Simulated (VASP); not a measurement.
# BaTiO3 (P4mm) in VASP: single point with PBE

Aim: the single point of BaTiO3 with PBE.

Program: VASP 6.6.1. These are calculated values, not measurements. Logs are shortened: lines on timing, memory, paths and dates and some standing lists are left out, and cuts for length are marked.

## (1) The cell of the first run

The structure is tetragonal, space group P4mm (No. 99). The conventional cell has a = 4.064 Å, b = 4.064 Å, c = 4.280 Å, α = 90.00°, β = 90.00°, γ = 90.00°. Ba (site symmetry 4mm) has 12 O at 2.86 to 3.05 Å and 8 Ti at 3.54 to 3.63 Å within 3.8 Å. Ti (site symmetry 4mm) has 6 O at 1.85 to 2.43 Å within 2.5 Å. Within 2.5 Å of O (site symmetry 4mm) lie 2 Ti at 1.85 to 2.43 Å. O (site symmetry 2mm) has 2 Ti at 2.04 Å within 2.7 Å.

## (2) Single point, PBE (14.14 Å³/atom)

Contents of INCAR:

```
ALGO     = Normal         # electronic algorithm
EDIFF    = 1E-6           # SCF threshold, eV
ENCUT    = 1340           # plane-wave cutoff, eV
GGA      = PE             # functional
GGA_COMPAT= False        
ISIF     = 2              # what is computed and relaxed
ISMEAR   = 0              # smearing method
LASPH    = True           # aspherical terms in the spheres
LCHARG   = False          # write CHGCAR
LREAL    = False          # projectors in reciprocal space
LWAVE    = False          # write WAVECAR
NBANDS   = 28             # bands
NELM     = 120            # most SCF steps
PREC     = Accurate       # precision mode
SIGMA    = 0.01           # smearing width, eV
```

Contents of KPOINTS:

```
k-points
0
Gamma
  6 6 6
```

Contents of POSCAR:

```
BaTiO3
1.0
    4.0642918429      0.0000000000      0.0000000000
    0.0000000000      4.0642918429      0.0000000000
    0.0000000000      0.0000000000      4.2803709990
Ba Ti O
1 1 3
Direct
    0.0000000000      0.0000000000     -0.0104426122
    0.5000000000      0.5000000000      0.4722700988
    0.5000000000      0.5000000000      0.0405145067
    0.5000000000      0.0000000000      0.5203290034
    0.0000000000      0.5000000000      0.5203290034
```

Potentials or basis: VASP PAW PBE potentials, release 64 (Ba_sv, Ti_sv, O_h).

Started as:

```sh
$ cat potpaw_PBE.64/Ba_sv/POTCAR potpaw_PBE.64/Ti_sv/POTCAR potpaw_PBE.64/O_h/POTCAR > POTCAR
$ mpirun -np 1 vasp_std > vasp.out
```

OUTCAR:

```text
EDIFF = 1E-6
   ENCUT = 1340
   GGA = PE
   ISIF = 2
   ISMEAR = 0
   LASPH = True
   LREAL = False
   NELM = 120
   PREC = Accurate

 ion  position               nearest neighbor table
   1  0.000  0.000  0.990-   4 2.86   5 2.86   5 2.86   4 2.86   3 2.88   3 2.88   3 2.88   3 2.88
                             4 3.05   5 3.05   5 3.05   4 3.05   2 3.54   2 3.54   2 3.54   2 3.54
   2  0.500  0.500  0.472-   3 1.85   4 2.04   5 2.04   4 2.04   5 2.04   1 3.54   1 3.54   1 3.54
                             1 3.54   1 3.63   1 3.63   1 3.63   1 3.63
   3  0.500  0.500  0.041-   2 1.85   1 2.88   1 2.88   1 2.88   1 2.88
   4  0.500  0.000  0.520-   2 2.04   2 2.04   1 2.86   1 2.86   1 3.05   1 3.05
   5  0.000  0.500  0.520-   2 2.04   2 2.04   1 2.86   1 2.86   1 3.05   1 3.05

  LATTYP: Found a simple tetragonal cell.
 ALAT       =     4.0642918429
 C/A-ratio  =     1.0531652658

  Lattice vectors:

 A1 = (   4.0642918429,   0.0000000000,   0.0000000000)
 A2 = (   0.0000000000,   4.0642918429,   0.0000000000)
 A3 = (   0.0000000000,   0.0000000000,   4.2803709990)

Analysis of symmetry for initial positions (statically):
=====================================================================
 Subroutine PRICEL returns:
 Original cell was already a primitive cell.

 Routine SETGRP: Setting up the symmetry group for a
 simple tetragonal supercell.

 Subroutine GETGRP returns: Found  8 space group operations
 (whereof  8 operations were pure point group operations)
 out of a pool of 16 trial point group operations.

The static configuration has the point symmetry C_4v.

Analysis of symmetry for dynamics (positions and initial velocities):
=====================================================================
 Subroutine PRICEL returns:
 Original cell was already a primitive cell.

 Routine SETGRP: Setting up the symmetry group for a
 simple tetragonal supercell.

 Subroutine GETGRP returns: Found  8 space group operations
 (whereof  8 operations were pure point group operations)
 out of a pool of 16 trial point group operations.

The dynamic configuration has the point symmetry C_4v.

 Subroutine INISYM returns: Found  8 space group operations
 (whereof  8 operations are pure point group operations),
 and found     1 'primitive' translations

----------------------------------------------------------------------------------------

                                     Primitive cell

  volume of cell :      70.7052

  direct lattice vectors                    reciprocal lattice vectors
     4.064291843  0.000000000  0.000000000     0.246045323  0.000000000  0.000000000
     0.000000000  4.064291843  0.000000000     0.000000000  0.246045323  0.000000000
     0.000000000  0.000000000  4.280370999     0.000000000  0.000000000  0.233624609

  length of vectors
     4.064291843  4.064291843  4.280370999     0.246045323  0.246045323  0.233624609

  position of ions in fractional coordinates (direct lattice)
     0.000000000  0.000000000  0.989557388
     0.500000000  0.500000000  0.472270099
     0.500000000  0.500000000  0.040514507
     0.500000000  0.000000000  0.520329003
     0.000000000  0.500000000  0.520329003

  ion indices of the primitive-cell ions
   primitive index   ion index
                 1           1
                 2           2
                 3           3
                 4           4
                 5           5

----------------------------------------------------------------------------------------

 KPOINTS: k-points

Automatic generation of k-mesh.
 Grid dimensions read from file:
 generate k-points for:    6    6    6

 Generating k-lattice:

  Cartesian coordinates                     Fractional coordinates (reciprocal lattice)
     0.041007554  0.000000000  0.000000000     0.166666667  0.000000000  0.000000000
     0.000000000  0.041007554  0.000000000     0.000000000  0.166666667  0.000000000
     0.000000000  0.000000000  0.038937435     0.000000000  0.000000000  0.166666667

  Length of vectors
     0.041007554  0.041007554  0.038937435

  Shift w.r.t. Gamma in fractional coordinates (k-lattice)
     0.000000000  0.000000000  0.000000000

 Subroutine IBZKPT returns following result:
 ===========================================

 Found     40 irreducible k-points:

 Following reciprocal coordinates:
            Coordinates               Weight
  0.000000  0.000000  0.000000      1.000000
  0.166667  0.000000  0.000000      4.000000
  0.333333  0.000000  0.000000      4.000000
  0.500000  0.000000  0.000000      2.000000
  0.166667  0.166667  0.000000      4.000000
  0.333333  0.166667  0.000000      8.000000
[... 16 lines left out ...]
  0.333333  0.000000  0.333333      8.000000
  0.500000  0.000000  0.333333      4.000000
 [... further k-points ...]
   k-points           NKPTS =     40   k-points in BZ     NKDIM =     40   number of bands    NBANDS=     28
   number of dos      NEDOS =    301   number of ions     NIONS =      5
   total plane-waves  NPLWV = 135000
   dimension x,y,z NGX =    50 NGY =   50 NGZ =   54
   dimension x,y,z NGXF=   100 NGYF=  100 NGZF=  108
   ions per type =               1   1   3
   NGX,Y,Z   is equivalent  to a cutoff of  20.45, 20.45, 20.97 a.u.
   NGXF,Y,Z  is equivalent  to a cutoff of  40.90, 40.90, 41.95 a.u.
 SYSTEM =  unknown system
   PREC   = accura    normal or accurate (medium, high low for compatibility)
   ISTART =      0    job   : 0-new  1-cont  2-samecut
   ICHARG =      2    charge: 1-file 2-atom 10-const
   ISPIN  =      1    spin polarized calculation?
   LNONCOLLINEAR =      F non collinear calculations
   LSORBIT =      F    spin-orbit coupling
   LASPH  =      T    aspherical Exc in radial PAW
   ENCUT  = 1340.0 eV  98.49 Ry    9.92 a.u.  12.13 12.13 12.78*2*pi/ulx,y,z
   NELM   =    120;   NELMIN=  2; NELMDL= -5     # of ELM steps
   EDIFF  = 0.1E-05   stopping-criterion for ELM
   LREAL  =      F    real-space projection
   EDIFFG = 0.1E-04   stopping-criterion for IOM
   NSW    =      0    number of steps for IOM
   IBRION =     -1    ionic relax: 0-MD 1-quasi-New 2-CG
   NFREE  =      0    steps in history (QN), initial steepest desc. (CG)
   ISIF   =      2    stress and relaxation
   ISYM   =      2    0-nonsym 1-usesym 2-fastsym
   POTIM  = 0.5000    time-step for ionic-motion
   TEBEG  =    0.0;   TEEND  =   0.0 temperature during run
   PSTRESS=    0.0 pullay stress
   NELECT =      40.0000    total number of electrons
   NUPDOWN=      -1.0000    fix difference up-down
   EMIN   =  10.00;   EMAX   =-10.00  energy-range for DOS
   EFERMI =   0.00;   METHOD = LEGACY
   ISMEAR =     0;   SIGMA  =   0.01  broadening in eV -4-tet -1-fermi 0-gaus
   EFERMI_NEDOS =   21; number of points for ismear=-14 and -15
   IALGO  =     38    algorithm
   IMIX   =      4    mixing-type and parameters
     AMIX     =   0.40;   BMIX     =  1.00
     AMIX_MAG =   1.60;   BMIX_MAG =  1.00
  volume/ion in A,a.u.               =      14.14        95.43
  Fermi-wavevector in a.u.,A,eV,Ry     =   1.353976  2.558644 24.942910  1.833252
  Thomas-Fermi vector in A             =   2.481187
   LORBIT       =      0    0 simple, 1 ext, 2 COOP (PROOUT), +10 PAW based schemes
   GGA     = PE    functional components
   LHFCALC =     F    Hartree Fock is set to
   AEXX    =    0.0000 exact exchange contribution
   IVDW    =     0    specifies the selected vdW correction
   LEPSILON=     F    determine dielectric tensor
   LRPA    =     F    only Hartree local field effects (RPA)
 non-spin polarized calculation
 Gauss-broadening in eV      SIGMA  =   0.01
  energy-cutoff  :     1340.00
  volume of cell :       70.71
 maximum number of plane-waves:      7940
 NGX is ok and might be reduce to    50
   NGX = 25   NGY = 25   NGZ = 25

 number of electron      40.0000002 magnetization

 Free energy of the ion-electron system (eV)
  ---------------------------------------------------
  ext. energy  EPLUGINS =         0.00000000
  ---------------------------------------------------
  free energy    TOTEN  =       -40.00309644 eV

  energy without entropy =      -40.00309644  energy(sigma->0) =      -40.00309644

 E-fermi :   3.8393     XC(G=0): -10.7287

 val. band max:        3.6400603437   @ k =   0.5000   0.5000   0.5000
 cond. band min:       5.3105837092   @ k =   0.0000   0.0000   0.0000
 fundamental gap:      1.6705233654
 Fermi energy:         3.8392693079

 k-point     1 :       0.0000    0.0000    0.0000
  band No.  band energies     occupation
      1     -53.2374      2.00000
      2     -29.5246      2.00000
      3     -29.4098      2.00000
      4     -29.4098      2.00000
      5     -21.6922      2.00000
      6     -13.2251      2.00000
[... 20 lines left out ...]
     27       8.6374      0.00000
     28       9.7459      0.00000

 k-point     2 :       0.1667    0.0000    0.0000
  band No.  band energies     occupation
      1     -53.2372      2.00000
      2     -29.5242      2.00000
      3     -29.4197      2.00000
      4     -29.4095      2.00000
      5     -21.6725      2.00000
      6     -13.2296      2.00000
[... 20 lines left out ...]
     27       9.0885      0.00000
     28      10.3820      0.00000

 k-point     3 :       0.3333    0.0000    0.0000
  band No.  band energies     occupation
      1     -53.2369      2.00000
      2     -29.5234      2.00000
      3     -29.4394      2.00000
      4     -29.4088      2.00000
      5     -21.6325      2.00000
      6     -13.2940      2.00000
[... 20 lines left out ...]
     27      10.0586      0.00000
     28      11.2696      0.00000

 k-point     4 :       0.5000    0.0000    0.0000
  band No.  band energies     occupation
      1     -53.2367      2.00000
      2     -29.5230      2.00000
      3     -29.4492      2.00000
      4     -29.4084      2.00000
      5     -21.6123      2.00000
      6     -13.3443      2.00000
[... 578 lines left out ...]
     27      10.2870      0.00000
     28      11.4475      0.00000

 k-point    23 :       0.3333    0.0000    0.3333
  band No.  band energies     occupation
      1     -53.2366      2.00000
      2     -29.5389      2.00000
      3     -29.4385      2.00000
      4     -29.4082      2.00000
      5     -21.6041      2.00000
      6     -13.0490      2.00000
[... 20 lines left out ...]
     27      11.0506      0.00000
     28      11.5872      0.00000

 k-point    24 :       0.5000    0.0000    0.3333
  band No.  band energies     occupation
      1     -53.2364      2.00000
      2     -29.5384      2.00000
      3     -29.4481      2.00000
      4     -29.4079      2.00000
      5     -21.5876      2.00000
      6     -13.0346      2.00000
[... 20 lines left out ...]
     27      10.9201      0.00000
     28      12.2460      0.00000

 [... further k-points ...]

------------------------ aborting loop because EDIFF is reached ----------------------------------------

  FORCE on cell =-STRESS in cart. coord.  units (eV):
  Direction    XX          YY          ZZ          XY          YZ          ZX
  --------------------------------------------------------------------------------------
  -------------------------------------------------------------------------------------
  Total       -3.0390170     -3.0390170     -2.9419490      0.0000000     -0.0000000      0.0000000
  in kB      -68.8640459    -68.8640459    -66.6644873      0.0000000     -0.0000000      0.0000000
  external PRESSURE =     -68.1308597 kB  Pullay stress =       0.0000000 kB

 VOLUME and BASIS-vectors are now :
 -----------------------------------------------------------------------------
  energy-cutoff  :     1340.00
  volume of cell :       70.71
      direct lattice vectors                 reciprocal lattice vectors
     4.064291843  0.000000000  0.000000000     0.246045323  0.000000000  0.000000000
     0.000000000  4.064291843  0.000000000     0.000000000  0.246045323  0.000000000
     0.000000000  0.000000000  4.280370999     0.000000000  0.000000000  0.233624609

 POSITION                                       TOTAL-FORCE (eV/Angst)
 -----------------------------------------------------------------------------------
      0.00000      0.00000      4.23567        -0.000000     -0.000000     -0.029826
      2.03215      2.03215      2.02149        -0.000000      0.000000     -0.513469
      2.03215      2.03215      0.17342        -0.000000     -0.000000      0.662499
      2.03215      0.00000      2.22720        -0.000000     -0.000000     -0.059602
      0.00000      2.03215      2.22720         0.000000     -0.000000     -0.059602
 -----------------------------------------------------------------------------------
    total drift:                                0.000000      0.000000      0.000591

  FREE ENERGIE OF THE ION-ELECTRON SYSTEM (eV)
  ---------------------------------------------------
  free  energy   TOTEN  =       -40.0030964441 eV

  energy  without entropy=      -40.0030964441  energy(sigma->0) =      -40.00309644
```

Wall time 6.2 min (1 thread of AMD EPYC 7R43 (Zen 3), shared host); peak memory 0.54 GiB.

Results:

* Free energy: -40.0031 eV
* Pressure: -6.8 GPa
* Largest force: 0.662 eV/Å
* Band gap on the k mesh: 1.67 eV (least direct gap 2.23 eV)

Forces in eV/Å, atoms in the order of the input:
```
Ba   0.000  0.000 -0.030
Ti   0.000  0.000 -0.513
O    0.000  0.000  0.662
O    0.000  0.000 -0.060
O    0.000  0.000 -0.060
```

Caveat: the cell stands under tension; spin-orbit coupling is left out, which moves the levels of the heavy elements. As with any semilocal functional, this PBE gap is likely too small.
